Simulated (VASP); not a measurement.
# Cu3N (d3) (Pm-3m) in VASP: notebook

The runs below take Cu3N (d3) through single point, relaxation of cell and atoms, with PBE+D3(BJ).

Everything below comes from runs of VASP 6.6.1. Logs are shortened: lines on timing, memory, paths and dates and some standing lists are left out, and cuts for length are marked.

## (1) The cell of the first run

Symmetry: Pm-3m, No. 221, cubic system. The conventional cell has a = 3.815 Å, b = 3.815 Å, c = 3.815 Å, α = 90.00°, β = 90.00°, γ = 90.00°. Cu (site symmetry 4/mmm) has 2 N at 1.91 Å within 2.5 Å. N (site symmetry m-3m) has 6 Cu at 1.91 Å within 2.5 Å.

## (2) Single point, PBE+D3(BJ)

INCAR reads:

```
SYSTEM = Cu3N
ALGO = Normal
EDIFF = 1E-6
ENCUT = 600
GGA = PE
GGA_COMPAT = .FALSE.
ISIF = 2
ISMEAR = 0
IVDW = 12
LASPH = .TRUE.
LCHARG = .FALSE.
LREAL = .FALSE.
LWAVE = .FALSE.
NBANDS = 27
NELM = 120
PREC = Accurate
SIGMA = 0.1
```

KPOINTS reads:

```
k-points
0
G
  6 6 6
  0 0 0
```

POSCAR reads:

```
Cu3N
1.0
    3.8147060000      0.0000000000      0.0000000000
    0.0000000000      3.8147060000      0.0000000000
    0.0000000000      0.0000000000      3.8147060000
Cu N
3 1
Direct
    0.0000000000      0.0000000000      0.5000000000
    0.0000000000      0.5000000000      0.0000000000
    0.5000000000      0.0000000000      0.0000000000
    0.0000000000      0.0000000000      0.0000000000
```

Potentials or basis: VASP PAW PBE potentials, release 64 (Cu, N).

Run with:

```bash
$ cat potpaw_PBE.64/Cu/POTCAR potpaw_PBE.64/N/POTCAR > POTCAR
$ mpirun -np 1 vasp_std > vasp.out
```

OUTCAR:

```text
SYSTEM = Cu3N
   EDIFF = 1E-6
   ENCUT = 600
   GGA = PE
   ISIF = 2
   ISMEAR = 0
   IVDW = 12
   LASPH = .TRUE.
   LREAL = .FALSE.
   NELM = 120
   PREC = Accurate
 IVDW          = 12

 ion  position               nearest neighbor table
   1  0.000  0.000  0.500-   4 1.91   4 1.91   2 2.70   2 2.70   3 2.70   3 2.70   2 2.70   2 2.70
                             3 2.70   3 2.70
   2  0.000  0.500  0.000-   4 1.91   4 1.91   1 2.70   1 2.70   1 2.70   3 2.70   3 2.70   1 2.70
                             3 2.70   3 2.70
   3  0.500  0.000  0.000-   4 1.91   4 1.91   1 2.70   1 2.70   2 2.70   1 2.70   2 2.70   2 2.70
                             1 2.70   2 2.70
   4  0.000  0.000  0.000-   1 1.91   2 1.91   3 1.91   1 1.91   2 1.91   3 1.91

  LATTYP: Found a simple cubic cell.
 ALAT       =     3.8147060000

  Lattice vectors:

 A1 = (   3.8147060000,   0.0000000000,   0.0000000000)
 A2 = (   0.0000000000,   3.8147060000,   0.0000000000)
 A3 = (   0.0000000000,   0.0000000000,   3.8147060000)

Analysis of symmetry for initial positions (statically):
=====================================================================
 Subroutine PRICEL returns:
 Original cell was already a primitive cell.

 Routine SETGRP: Setting up the symmetry group for a
 simple cubic supercell.

 Subroutine GETGRP returns: Found 48 space group operations
 (whereof 48 operations were pure point group operations)
 out of a pool of 48 trial point group operations.

The static configuration has the point symmetry O_h .

Analysis of symmetry for dynamics (positions and initial velocities):
=====================================================================
 Subroutine PRICEL returns:
 Original cell was already a primitive cell.

 Routine SETGRP: Setting up the symmetry group for a
 simple cubic supercell.

 Subroutine GETGRP returns: Found 48 space group operations
 (whereof 48 operations were pure point group operations)
 out of a pool of 48 trial point group operations.

The dynamic configuration has the point symmetry O_h .

 Subroutine INISYM returns: Found 48 space group operations
 (whereof 48 operations are pure point group operations),
 and found     1 'primitive' translations

----------------------------------------------------------------------------------------

                                     Primitive cell

  volume of cell :      55.5115

  direct lattice vectors                    reciprocal lattice vectors
     3.814706000  0.000000000  0.000000000     0.262143400  0.000000000  0.000000000
     0.000000000  3.814706000  0.000000000     0.000000000  0.262143400  0.000000000
     0.000000000  0.000000000  3.814706000     0.000000000  0.000000000  0.262143400

  length of vectors
     3.814706000  3.814706000  3.814706000     0.262143400  0.262143400  0.262143400

  position of ions in fractional coordinates (direct lattice)
     0.000000000  0.000000000  0.500000000
     0.000000000  0.500000000  0.000000000
     0.500000000  0.000000000  0.000000000
     0.000000000  0.000000000  0.000000000

  ion indices of the primitive-cell ions
   primitive index   ion index
                 1           1
                 2           2
                 3           3
                 4           4

----------------------------------------------------------------------------------------

 KPOINTS: k-points

Automatic generation of k-mesh.
 Grid dimensions read from file:
 generate k-points for:    6    6    6

 Generating k-lattice:

  Cartesian coordinates                     Fractional coordinates (reciprocal lattice)
     0.043690567  0.000000000  0.000000000     0.166666667  0.000000000  0.000000000
     0.000000000  0.043690567  0.000000000     0.000000000  0.166666667  0.000000000
     0.000000000  0.000000000  0.043690567     0.000000000  0.000000000  0.166666667

  Length of vectors
     0.043690567  0.043690567  0.043690567

  Shift w.r.t. Gamma in fractional coordinates (k-lattice)
     0.000000000  0.000000000  0.000000000

 Subroutine IBZKPT returns following result:
 ===========================================

 Found     20 irreducible k-points:

 Following reciprocal coordinates:
            Coordinates               Weight
  0.000000  0.000000  0.000000      1.000000
  0.166667  0.000000  0.000000      6.000000
  0.333333  0.000000  0.000000      6.000000
  0.500000  0.000000  0.000000      3.000000
  0.166667  0.166667  0.000000     12.000000
  0.333333  0.166667  0.000000     24.000000
[... 12 lines left out ...]
  0.500000  0.500000  0.333333      6.000000
  0.500000  0.500000  0.500000      1.000000
   k-points           NKPTS =     20   k-points in BZ     NKDIM =     20   number of bands    NBANDS=     27
   number of dos      NEDOS =    301   number of ions     NIONS =      4
   total plane-waves  NPLWV =  27000
   dimension x,y,z NGX =    30 NGY =   30 NGZ =   30
   dimension x,y,z NGXF=    60 NGYF=   60 NGZF=   60
   ions per type =               3   1
   NGX,Y,Z   is equivalent  to a cutoff of  13.07, 13.07, 13.07 a.u.
   NGXF,Y,Z  is equivalent  to a cutoff of  26.15, 26.15, 26.15 a.u.
 SYSTEM =  Cu3N
   PREC   = accura    normal or accurate (medium, high low for compatibility)
   ISTART =      0    job   : 0-new  1-cont  2-samecut
   ICHARG =      2    charge: 1-file 2-atom 10-const
   ISPIN  =      1    spin polarized calculation?
   LNONCOLLINEAR =      F non collinear calculations
   LSORBIT =      F    spin-orbit coupling
   LASPH  =      T    aspherical Exc in radial PAW
   ENCUT  =  600.0 eV  44.10 Ry    6.64 a.u.   7.62  7.62  7.62*2*pi/ulx,y,z
   NELM   =    120;   NELMIN=  2; NELMDL= -5     # of ELM steps
   EDIFF  = 0.1E-05   stopping-criterion for ELM
   LREAL  =      F    real-space projection
   EDIFFG = 0.1E-04   stopping-criterion for IOM
   NSW    =      0    number of steps for IOM
   IBRION =     -1    ionic relax: 0-MD 1-quasi-New 2-CG
   NFREE  =      0    steps in history (QN), initial steepest desc. (CG)
   ISIF   =      2    stress and relaxation
   ISYM   =      2    0-nonsym 1-usesym 2-fastsym
   POTIM  = 0.5000    time-step for ionic-motion
   TEBEG  =    0.0;   TEEND  =   0.0 temperature during run
   PSTRESS=    0.0 pullay stress
   NELECT =      38.0000    total number of electrons
   NUPDOWN=      -1.0000    fix difference up-down
   EMIN   =  10.00;   EMAX   =-10.00  energy-range for DOS
   EFERMI =   0.00;   METHOD = LEGACY
   ISMEAR =     0;   SIGMA  =   0.10  broadening in eV -4-tet -1-fermi 0-gaus
   EFERMI_NEDOS =   21; number of points for ismear=-14 and -15
   IALGO  =     38    algorithm
   IMIX   =      4    mixing-type and parameters
     AMIX     =   0.40;   BMIX     =  1.00
     AMIX_MAG =   1.60;   BMIX_MAG =  1.00
  volume/ion in A,a.u.               =      13.88        93.65
  Fermi-wavevector in a.u.,A,eV,Ry     =   1.442807  2.726510 28.323146  2.081693
  Thomas-Fermi vector in A             =   2.561286
   LORBIT       =      0    0 simple, 1 ext, 2 COOP (PROOUT), +10 PAW based schemes
   GGA     = PE    functional components
   LHFCALC =     F    Hartree Fock is set to
   AEXX    =    0.0000 exact exchange contribution
   IVDW    =    12    specifies the selected vdW correction
   LEPSILON=     F    determine dielectric tensor
   LRPA    =     F    only Hartree local field effects (RPA)
 non-spin polarized calculation
 Gauss-broadening in eV      SIGMA  =   0.10
  energy-cutoff  :      600.00
  volume of cell :       55.51
 maximum number of plane-waves:      1870
   NGX = 15   NGY = 15   NGZ = 15

 number of electron      37.9999942 magnetization

 Free energy of the ion-electron system (eV)
  ---------------------------------------------------
  ext. energy  EPLUGINS =         0.00000000
  ---------------------------------------------------
  free energy    TOTEN  =       -18.37894435 eV

  energy without entropy =      -18.37839351  energy(sigma->0) =      -18.37866893

 E-fermi :   5.0198     XC(G=0): -10.7868

 val. band max:        4.9158821779   @ k =   0.5000   0.5000   0.5000
 cond. band min:       5.1239467592   @ k =   0.5000   0.5000   0.0000
 fundamental gap:      0.2080645813
 Fermi energy:         5.0197983645

 k-point     1 :       0.0000    0.0000    0.0000
  band No.  band energies     occupation
      1     -11.8982      2.00000
      2      -0.3177      2.00000
      3       0.1595      2.00000
      4       0.1595      2.00000
      5       0.1595      2.00000
      6       1.0671      2.00000
[... 19 lines left out ...]
     26      17.1544      0.00000
     27      17.1545      0.00000

 k-point     2 :       0.1667    0.0000    0.0000
  band No.  band energies     occupation
      1     -11.8010      2.00000
      2      -0.8758      2.00000
      3      -0.0993      2.00000
      4      -0.0993      2.00000
      5       0.0542      2.00000
      6       1.0948      2.00000
[... 19 lines left out ...]
     26      15.7499      0.00000
     27      16.1027      0.00000

 k-point     3 :       0.3333    0.0000    0.0000
  band No.  band energies     occupation
      1     -11.5925      2.00000
      2      -2.0488      2.00000
      3      -0.4279      2.00000
      4      -0.4279      2.00000
      5       0.5624      2.00000
      6       1.1538      2.00000
[... 19 lines left out ...]
     26      14.7397      0.00000
     27      14.7491      0.00000

 k-point     4 :       0.5000    0.0000    0.0000
  band No.  band energies     occupation
      1     -11.4799      2.00000
      2      -2.5413      2.00000
      3      -0.5537      2.00000
      4      -0.5537      2.00000
      5       1.0583      2.00000
      6       1.1854      2.00000
[... 19 lines left out ...]
     26      14.1650      0.00000
     27      14.1650      0.00000

 k-point     5 :       0.1667    0.1667    0.0000
  band No.  band energies     occupation
      1     -11.7035      2.00000
      2      -0.9916      2.00000
      3      -0.8911      2.00000
      4      -0.2987      2.00000
      5       0.2808      2.00000
      6       1.2226      2.00000
[... 19 lines left out ...]
     26      14.0204      0.00000
     27      15.4756      0.00000

 k-point     6 :       0.3333    0.1667    0.0000
  band No.  band energies     occupation
      1     -11.4941      2.00000
      2      -2.0856      2.00000
      3      -1.1000      2.00000
      4      -0.5848      2.00000
      5       0.7579      2.00000
      6       1.3311      2.00000
[... 324 lines left out ...]
      1     -10.9650      2.00000
      2      -2.3233      2.00000
      3      -2.3233      2.00000
      4      -2.2713      2.00000
      5       1.4676      2.00000
      6       1.7014      2.00000
[... 19 lines left out ...]
     26      13.4135      0.00000
     27      18.2492      0.00000

 k-point    18 :       0.5000    0.3333    0.3333
  band No.  band energies     occupation
      1     -10.8471      2.00000
      2      -2.7344      2.00000
      3      -2.3728      2.00000
      4      -2.3300      2.00000
      5       1.4566      2.00000
      6       1.7888      2.00000
[... 19 lines left out ...]
     26      13.1208      0.00000
     27      17.5537      0.00000

 k-point    19 :       0.5000    0.5000    0.3333
  band No.  band energies     occupation
      1     -10.7278      2.00000
      2      -2.7709      2.00000
      3      -2.7709      2.00000
      4      -2.3989      2.00000
      5       1.3959      2.00000
      6       1.8871      2.00000
[... 19 lines left out ...]
     26      12.9010      0.00000
     27      16.7246      0.00000

 k-point    20 :       0.5000    0.5000    0.5000
  band No.  band energies     occupation
      1     -10.6069      2.00000
      2      -2.8101      2.00000
      3      -2.8101      2.00000
      4      -2.8101      2.00000
      5       1.3189      2.00000
      6       1.9321      2.00000
[... 19 lines left out ...]
     26      12.9305      0.00000
     27      15.6033      0.00000

------------------------ aborting loop because EDIFF is reached ----------------------------------------

 Edisp (eV)   -1.37448

 E8    (eV) :    -0.5588

  FORCE on cell =-STRESS in cart. coord.  units (eV):
  Direction    XX          YY          ZZ          XY          YZ          ZX
  --------------------------------------------------------------------------------------
  -------------------------------------------------------------------------------------
  Total      -0.76220    -0.76220    -0.76220    -0.00000     0.00000    -0.00000
  in kB     -21.99856   -21.99856   -21.99856    -0.00000     0.00000    -0.00000
  external pressure =      -22.00 kB  Pullay stress =        0.00 kB

 VOLUME and BASIS-vectors are now :
 -----------------------------------------------------------------------------
  energy-cutoff  :      600.00
  volume of cell :       55.51
      direct lattice vectors                 reciprocal lattice vectors
     3.814706000  0.000000000  0.000000000     0.262143400  0.000000000  0.000000000
     0.000000000  3.814706000  0.000000000     0.000000000  0.262143400  0.000000000
     0.000000000  0.000000000  3.814706000     0.000000000  0.000000000  0.262143400

 POSITION                                       TOTAL-FORCE (eV/Angst)
 -----------------------------------------------------------------------------------
      0.00000      0.00000      1.90735         0.000000      0.000000      0.000000
      0.00000      1.90735      0.00000         0.000000      0.000000      0.000000
      1.90735      0.00000      0.00000         0.000000      0.000000      0.000000
      0.00000      0.00000      0.00000         0.000000      0.000000      0.000000
 -----------------------------------------------------------------------------------
    total drift:                                0.000000      0.000000      0.000000

  FREE ENERGIE OF THE ION-ELECTRON SYSTEM (eV)
  ---------------------------------------------------
  free  energy   TOTEN  =       -19.7534284117 eV

  energy  without entropy=      -19.7528775715  energy(sigma->0) =      -19.75315299
```

Wall time 43 s (1 thread of Intel Xeon 8259CL, shared host); peak memory 0.19 GiB.

What came out:

| Item | Value |
| --- | --- |
| Free energy | -19.7534 eV |
| Pressure | -2.2 GPa |
| Band gap on the k mesh | 0.21 eV, indirect (least direct gap 0.76 eV) |
| Dispersion energy per atom | -0.344 eV |

Levels at points of the mesh, in eV from the valence-band top:
```csv
k point,band 16,band 17,band 18,band 19,band 20,band 21,band 22,band 23
"(0.00, 0.00, 0.00)",-1.82,-1.82,-1.82,-1.78,1.00,5.28,5.28,6.60
"(0.50, 0.00, 0.00)",-2.17,-1.82,-1.40,-1.40,1.57,3.33,6.77,7.21
"(0.50, 0.50, 0.00)",-2.13,-1.06,-1.06,-0.68,0.21,3.56,4.83,4.83
"(0.50, 0.50, 0.50)",-1.86,0.00,0.00,0.00,0.83,0.83,0.83,6.14
```

[end of part 1 of 2]
